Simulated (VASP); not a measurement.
# BaTiO3 in VASP: a series of runs

The runs below take BaTiO3 through single point, with PBE+U.

All numbers are computed with VASP 6.6.1; they aren't measurements. Logs are shortened: lines on timing, memory, paths and dates and some standing lists are left out, and cuts for length are marked.

**1. The cell of the first run**

It takes space group Pm-3m (No. 221, cubic). Conventional cell: a = 3.943 Å, b = 3.943 Å, c = 3.943 Å, α = 90.00°, β = 90.00°, γ = 90.00°. Ba (site symmetry m-3m) has 12 O at 2.79 Å and 8 Ti at 3.42 Å within 3.7 Å. Ti (site symmetry m-3m) has 6 O at 1.97 Å within 2.6 Å. O (site symmetry 4/mmm) has 2 Ti at 1.97 Å within 2.6 Å.

**2. Single point, PBE+U**

Input file INCAR:

```
  PREC = Accurate
  ENCUT = 520
  EDIFF = 1E-7
  ISMEAR = 0
  SIGMA = 0.02
  LREAL = F
  LASPH = T
  NELM = 150
  ALGO = Normal
  ISIF = 2
  LWAVE = F
  LCHARG = T
  LMAXMIX = 4
  LDAU = T
  LDAUTYPE = 2
  LDAUL = -1 2 -1
  LDAUU = 0 4 0
  LDAUJ = 0 0 0
  LDAUPRINT = 1
  GGA = PE
  LELF = T
  LVHAR = T
  NBANDS = 28
```

Input file KPOINTS:

```
Automatic mesh
0
Gamma
  8 8 8
```

Input file POSCAR:

```
BaTiO3
1.0
    3.9433645054      0.0000000000      0.0000000000
    0.0000000000      3.9433645054      0.0000000000
    0.0000000000      0.0000000000      3.9433783742
Ba Ti O
1 1 3
Direct
    0.5000000000      0.5000000000      0.5720010679
    0.0000000000      0.0000000000      0.0720015516
    0.0000000000      0.5000000000      0.0719979658
    0.5000000000      0.0000000000      0.0719979658
    0.0000000000      0.0000000000      0.5719984390
```

Potentials or basis: VASP PAW PBE potentials, release 64 (Ba_sv, Ti_sv, O).

Run with:

```
$ cat potpaw_PBE.64/Ba_sv/POTCAR potpaw_PBE.64/Ti_sv/POTCAR potpaw_PBE.64/O/POTCAR > POTCAR
$ mpirun -np 1 vasp_std > vasp.out
```

OUTCAR:

```text
PREC = Accurate
   ENCUT = 520
   EDIFF = 1E-7
   ISMEAR = 0
   LREAL = F
   LASPH = T
   NELM = 150
   ISIF = 2
   GGA = PE

 ion  position               nearest neighbor table
   1  0.500  0.500  0.572-   3 2.79   4 2.79   4 2.79   3 2.79   5 2.79   5 2.79   5 2.79   5 2.79
                             3 2.79   4 2.79   3 2.79   4 2.79   2 3.42   2 3.42   2 3.42   2 3.42
   2  0.000  0.000  0.072-   5 1.97   4 1.97   3 1.97   3 1.97   4 1.97   5 1.97   1 3.42   1 3.42
                             1 3.42   1 3.42   1 3.42   1 3.42   1 3.42   1 3.42
   3  0.000  0.500  0.072-   2 1.97   2 1.97   1 2.79   1 2.79   1 2.79   1 2.79
   4  0.500  0.000  0.072-   2 1.97   2 1.97   1 2.79   1 2.79   1 2.79   1 2.79
   5  0.000  0.000  0.572-   2 1.97   2 1.97   1 2.79   1 2.79   1 2.79   1 2.79

  LATTYP: Found a simple cubic cell.
 ALAT       =     3.9433645054

  Lattice vectors:

 A1 = (   3.9433645054,   0.0000000000,   0.0000000000)
 A2 = (   0.0000000000,   3.9433645054,   0.0000000000)
 A3 = (   0.0000000000,   0.0000000000,   3.9433783742)

Analysis of symmetry for initial positions (statically):
=====================================================================
 Subroutine PRICEL returns:
 Original cell was already a primitive cell.

 Routine SETGRP: Setting up the symmetry group for a
 simple cubic supercell.

 Subroutine GETGRP returns: Found 48 space group operations
 (whereof  8 operations were pure point group operations)
 out of a pool of 48 trial point group operations.

The static configuration has the point symmetry C_4v.
 The point group associated with its full space group is O_h .

Analysis of symmetry for dynamics (positions and initial velocities):
=====================================================================
 Subroutine PRICEL returns:
 Original cell was already a primitive cell.

 Routine SETGRP: Setting up the symmetry group for a
 simple cubic supercell.

 Subroutine GETGRP returns: Found 48 space group operations
 (whereof  8 operations were pure point group operations)
 out of a pool of 48 trial point group operations.

The dynamic configuration has the point symmetry C_4v.
 The point group associated with its full space group is O_h .

 Subroutine INISYM returns: Found 48 space group operations
 (whereof  8 operations are pure point group operations),
 and found     1 'primitive' translations

----------------------------------------------------------------------------------------

                                     Primitive cell

  volume of cell :      61.3200

  direct lattice vectors                    reciprocal lattice vectors
     3.943364505  0.000000000  0.000000000     0.253590557  0.000000000  0.000000000
     0.000000000  3.943364505  0.000000000     0.000000000  0.253590557  0.000000000
     0.000000000  0.000000000  3.943378374     0.000000000  0.000000000  0.253589665

  length of vectors
     3.943364505  3.943364505  3.943378374     0.253590557  0.253590557  0.253589665

  position of ions in fractional coordinates (direct lattice)
     0.500000000  0.500000000  0.572001068
     0.000000000  0.000000000  0.072001552
     0.000000000  0.500000000  0.071997966
     0.500000000  0.000000000  0.071997966
     0.000000000  0.000000000  0.571998439

  ion indices of the primitive-cell ions
   primitive index   ion index
                 1           1
                 2           2
                 3           3
                 4           4
                 5           5

----------------------------------------------------------------------------------------

 KPOINTS: Automatic mesh

Automatic generation of k-mesh.
 Grid dimensions read from file:
 generate k-points for:    8    8    8

 Generating k-lattice:

[... 49 lines left out ...]
   NGX,Y,Z   is equivalent  to a cutoff of  12.65, 12.65, 12.65 a.u.
   NGXF,Y,Z  is equivalent  to a cutoff of  25.30, 25.30, 25.29 a.u.
 SYSTEM =  unknown system
   PREC   = accura    normal or accurate (medium, high low for compatibility)
   ISTART =      0    job   : 0-new  1-cont  2-samecut
   ICHARG =      2    charge: 1-file 2-atom 10-const
   ISPIN  =      1    spin polarized calculation?
   LNONCOLLINEAR =      F non collinear calculations
   LSORBIT =      F    spin-orbit coupling
   LASPH  =      T    aspherical Exc in radial PAW
   ENCUT  =  520.0 eV  38.22 Ry    6.18 a.u.   7.33  7.33  7.33*2*pi/ulx,y,z
   NELM   =    150;   NELMIN=  2; NELMDL= -5     # of ELM steps
   EDIFF  = 0.1E-06   stopping-criterion for ELM
   LREAL  =      F    real-space projection
   EDIFFG = 0.1E-05   stopping-criterion for IOM
   NSW    =      0    number of steps for IOM
   IBRION =     -1    ionic relax: 0-MD 1-quasi-New 2-CG
   NFREE  =      0    steps in history (QN), initial steepest desc. (CG)
   ISIF   =      2    stress and relaxation
   ISYM   =      2    0-nonsym 1-usesym 2-fastsym
   POTIM  = 0.5000    time-step for ionic-motion
   TEBEG  =    0.0;   TEEND  =   0.0 temperature during run
   PSTRESS=    0.0 pullay stress
   NELECT =      40.0000    total number of electrons
   NUPDOWN=      -1.0000    fix difference up-down
   EMIN   =  10.00;   EMAX   =-10.00  energy-range for DOS
   EFERMI =   0.00;   METHOD = LEGACY
   ISMEAR =     0;   SIGMA  =   0.02  broadening in eV -4-tet -1-fermi 0-gaus
   EFERMI_NEDOS =   21; number of points for ismear=-14 and -15
   IALGO  =     38    algorithm
   IMIX   =      4    mixing-type and parameters
     AMIX     =   0.40;   BMIX     =  1.00
     AMIX_MAG =   1.60;   BMIX_MAG =  1.00
  volume/ion in A,a.u.               =      12.26        82.76
  Fermi-wavevector in a.u.,A,eV,Ry     =   1.419801  2.683034 27.427088  2.015834
  Thomas-Fermi vector in A             =   2.540783
   LORBIT       =      0    0 simple, 1 ext, 2 COOP (PROOUT), +10 PAW based schemes
 LDA+U is selected, type is set to LDAUTYPE =  2
   angular momentum for each species LDAUL =    -1    2   -1
   U (eV)           for each species LDAUU =   0.0  4.0  0.0
   J (eV)           for each species LDAUJ =   0.0  0.0  0.0
   GGA     = PE    functional components
   LHFCALC =     F    Hartree Fock is set to
   AEXX    =    0.0000 exact exchange contribution
   IVDW    =     0    specifies the selected vdW correction
   LEPSILON=     F    determine dielectric tensor
   LRPA    =     F    only Hartree local field effects (RPA)
 non-spin polarized calculation
 Gauss-broadening in eV      SIGMA  =   0.02
  energy-cutoff  :      520.00
  volume of cell :       61.32
 maximum number of plane-waves:      1671
 NGX is ok and might be reduce to    30
   NGX = 15   NGY = 15   NGZ = 15

atom =   2  type =  2  l = 2

 onsite density matrix

spin component  1

  0.1060  0.0000 -0.0000  0.0000 -0.0000
  0.0000  0.1060 -0.0000  0.0000  0.0000
 -0.0000 -0.0000  0.2472  0.0000 -0.0000
  0.0000  0.0000  0.0000  0.1060  0.0000
 -0.0000  0.0000 -0.0000  0.0000  0.2472

spin component  2

  0.1060  0.0000 -0.0000  0.0000 -0.0000
  0.0000  0.1060 -0.0000  0.0000  0.0000
 -0.0000 -0.0000  0.2472  0.0000 -0.0000
  0.0000  0.0000  0.0000  0.1060  0.0000
 -0.0000  0.0000 -0.0000  0.0000  0.2472

 occupancies and eigenvectors

  o =  0.1060  v =  1.0000  0.0000  0.0000  0.0000  0.0000  0.0000  0.0000  0.0000  0.0000  0.0000      0.0000  0.0000  0.0000  0.0000  0.0000  0.0000  0.0000  0.0000  0.0000  0.0000
  o =  0.1060  v =  0.0000  0.0000  0.0000  0.0000  0.0000  1.0000  0.0000  0.0000  0.0000  0.0000      0.0000  0.0000  0.0000  0.0000  0.0000  0.0000  0.0000  0.0000  0.0000  0.0000
  o =  0.1060  v =  0.0000  0.9202 -0.0000  0.3913  0.0000  0.0000  0.0000  0.0000  0.0000  0.0000      0.0000  0.0000  0.0000  0.0000  0.0000  0.0000  0.0000  0.0000  0.0000  0.0000
  o =  0.1060  v =  0.0000  0.0000  0.0000  0.0000  0.0000  0.0000  0.9202 -0.0000  0.3913  0.0000      0.0000  0.0000  0.0000  0.0000  0.0000  0.0000  0.0000  0.0000  0.0000  0.0000
  o =  0.1060  v =  0.0000  0.3913 -0.0000 -0.9202  0.0000  0.0000  0.0000  0.0000  0.0000  0.0000      0.0000  0.0000  0.0000  0.0000  0.0000  0.0000  0.0000  0.0000  0.0000  0.0000
  o =  0.1060  v =  0.0000  0.0000  0.0000  0.0000  0.0000  0.0000  0.3913 -0.0000 -0.9202  0.0000      0.0000  0.0000  0.0000  0.0000  0.0000  0.0000  0.0000  0.0000  0.0000  0.0000
  o =  0.2472  v =  0.0000  0.0000  0.0000  0.0000  0.0000  0.0000  0.0000  0.0000 -0.0000 -1.0000      0.0000  0.0000  0.0000  0.0000  0.0000  0.0000  0.0000  0.0000  0.0000  0.0000
  o =  0.2472  v =  0.0000  0.0000  0.0000 -0.0000 -1.0000  0.0000  0.0000  0.0000  0.0000  0.0000      0.0000  0.0000  0.0000  0.0000  0.0000  0.0000  0.0000  0.0000  0.0000  0.0000
  o =  0.2472  v =  0.0000  0.0000  0.0000  0.0000  0.0000  0.0000  0.0000  1.0000 -0.0000  0.0000      0.0000  0.0000  0.0000  0.0000  0.0000  0.0000  0.0000  0.0000  0.0000  0.0000
  o =  0.2472  v =  0.0000  0.0000  1.0000 -0.0000  0.0000  0.0000  0.0000  0.0000  0.0000  0.0000      0.0000  0.0000  0.0000  0.0000  0.0000  0.0000  0.0000  0.0000  0.0000  0.0000

 number of electron      39.9999997 magnetization

 Free energy of the ion-electron system (eV)
  ---------------------------------------------------
  ext. energy  EPLUGINS =         0.00000000
  ---------------------------------------------------
  free energy    TOTEN  =       -37.08707063 eV

  energy without entropy =      -37.08707063  energy(sigma->0) =      -37.08707063

 E-fermi :   4.5837     XC(G=0): -11.5038

 val. band max:        4.3248953504   @ k =   0.5000   0.5000   0.5000
 cond. band min:       6.6444272762   @ k =   0.0000   0.0000   0.0000
 fundamental gap:      2.3195319258
 Fermi energy:         4.5836636971

 k-point     1 :       0.0000    0.0000    0.0000
  band No.  band energies     occupation
      1     -53.1845      2.00000
      2     -29.3718      2.00000
      3     -29.3718      2.00000
      4     -29.3717      2.00000
      5     -20.3999      2.00000
      6     -12.7292      2.00000
[... 733 lines left out ...]
     27      12.7644      0.00000
     28      13.6193      0.00000

 [... further k-points ...]
[... 5 lines left out ...]
  --------------------------------------------------------------------------------------
  -------------------------------------------------------------------------------------
  Total        6.2616759      6.2616759      6.2617200      0.0000000      0.0000000      0.0000000
  in kB      163.6058670    163.6058670    163.6070178      0.0000000      0.0000000      0.0000000
  external PRESSURE =     163.6062506 kB  Pullay stress =       0.0000000 kB

 VOLUME and BASIS-vectors are now :
 -----------------------------------------------------------------------------
  energy-cutoff  :      520.00
  volume of cell :       61.32
      direct lattice vectors                 reciprocal lattice vectors
     3.943364505  0.000000000  0.000000000     0.253590557  0.000000000  0.000000000
     0.000000000  3.943364505  0.000000000     0.000000000  0.253590557  0.000000000
     0.000000000  0.000000000  3.943378374     0.000000000  0.000000000  0.253589665

 POSITION                                       TOTAL-FORCE (eV/Angst)
 -----------------------------------------------------------------------------------
      1.97168      1.97168      2.25562        -0.000000      0.000000     -0.000000
      0.00000      0.00000      0.28393        -0.000000      0.000000      0.000000
      0.00000      1.97168      0.28392         0.000000     -0.000000      0.000000
      1.97168      0.00000      0.28392        -0.000000     -0.000000      0.000000
      0.00000      0.00000      2.25561        -0.000000      0.000000     -0.000000
 -----------------------------------------------------------------------------------
    total drift:                                0.000000      0.000000      0.037728

  FREE ENERGIE OF THE ION-ELECTRON SYSTEM (eV)
  ---------------------------------------------------
  free  energy   TOTEN  =       -37.0870706339 eV

  energy  without entropy=      -37.0870706339  energy(sigma->0) =      -37.08707063
```

Wall time 2 min (1 thread of Intel Xeon 8259CL, shared host); peak memory 0.21 GiB.

What came out:

```
Free energy            : -37.0871 eV
Pressure               : 16.4 GPa
Band gap on the k mesh : 2.32 eV (least direct gap 2.46 eV)
```

Eigenvalues of the final occupation matrices:
```tsv
site	spin	trace	eigenvalues
site 2 d	1	0.81	0.11 0.11 0.11 0.25 0.25
site 2 d	2	0.81	0.11 0.11 0.11 0.25 0.25
```

Caveat: the cell stands under pressure; spin-orbit coupling is left out, which moves the levels of the heavy elements. A k mesh can miss the band edges.

**3. Single point, PBE+U**

This run uses another cell than the first one, of 12.82 Å³/atom.

Input file INCAR:

```
PREC = Accurate
ENCUT = 520
EDIFF = 1E-7
ISMEAR = 0
SIGMA = 0.02
LREAL = F
LASPH = T
NELM = 150
ALGO = Normal
ISIF = 2
LWAVE = F
LCHARG = F
LMAXMIX = 4
LDAU = T
LDAUTYPE = 2
LDAUL = -1 2 -1
LDAUU = 0 4 0
LDAUJ = 0 0 0
LDAUPRINT = 1
GGA = PE
NBANDS = 28
```

Input file KPOINTS:

```
regular mesh
0
Gamma
  8 8 8
```

Input file POSCAR:

```
BaTiO3
1.0
    3.9923507831      0.0000000000      0.0000000000
    0.0000000000      3.9923507831      0.0000000000
    0.0000000000      0.0000000000      4.0215958715
Ba Ti O
1 1 3
Direct
    0.5000000000      0.5000000000      0.5775614125
    0.0000000000      0.0000000000      0.0863787048
    0.0000000000      0.5000000000      0.0672452815
    0.5000000000      0.0000000000      0.0672452815
    0.0000000000      0.0000000000      0.5615663097
```

Potentials or basis: VASP PAW PBE potentials, release 64 (Ba_sv, Ti_sv, O).

Run with:

```
$ cat potpaw_PBE.64/Ba_sv/POTCAR potpaw_PBE.64/Ti_sv/POTCAR potpaw_PBE.64/O/POTCAR > POTCAR
$ mpirun -np 1 vasp_std > vasp.out
```

Run time: 3.9 min. Hardware: 1 thread of Intel Xeon 8259CL, shared host; peak memory 0.27 GiB.

Results (log left out):

```yaml
Free_energy: -37.2759 eV
Pressure: 7.8 GPa
Largest_force: 0.319 eV/Å
Band_gap_on_the_k_mesh: 2.24 eV (least direct gap 2.52 eV)
```

Forces on the atoms (eV/Å):
```
Ba   0.000  0.000 -0.022
Ti   0.000  0.000 -0.314
O    0.000  0.000  0.009
O    0.000  0.000  0.009
O    0.000  0.000  0.319
```

Levels at points of the mesh, in eV from the valence-band top:
```
           k point  band 18  band 19  band 20  band 21  band 22  band 23
(0.00, 0.00, 0.00)    -0.30    -0.28    -0.28     2.24     2.34     2.34
(0.50, 0.00, 0.00)    -1.71    -0.93    -0.87     2.51     3.95     3.96
(0.50, 0.50, 0.00)    -0.94    -0.94    -0.09     3.98     3.98     4.40
(0.00, 0.00, 0.50)    -1.80    -0.79    -0.79     2.43     3.94     3.94
(0.50, 0.00, 0.50)    -0.93    -0.92    -0.16     3.95     3.97     4.36
(0.50, 0.50, 0.50)    -0.07    -0.07     0.00     4.60     4.60     4.63
```

Eigenvalues of the final occupation matrices:
| site | spin | trace | eigenvalues |
| --- | --- | --- | --- |
| site 2 d | 1 | 0.80 | 0.10 0.11 0.11 0.24 0.24 |
| site 2 d | 2 | 0.80 | 0.10 0.11 0.11 0.24 0.24 |

Caveat: the cell stands under pressure; spin-orbit coupling is left out, which moves the levels of the heavy elements. A k mesh can miss the band edges.

(Continued in part 2 of 2.)
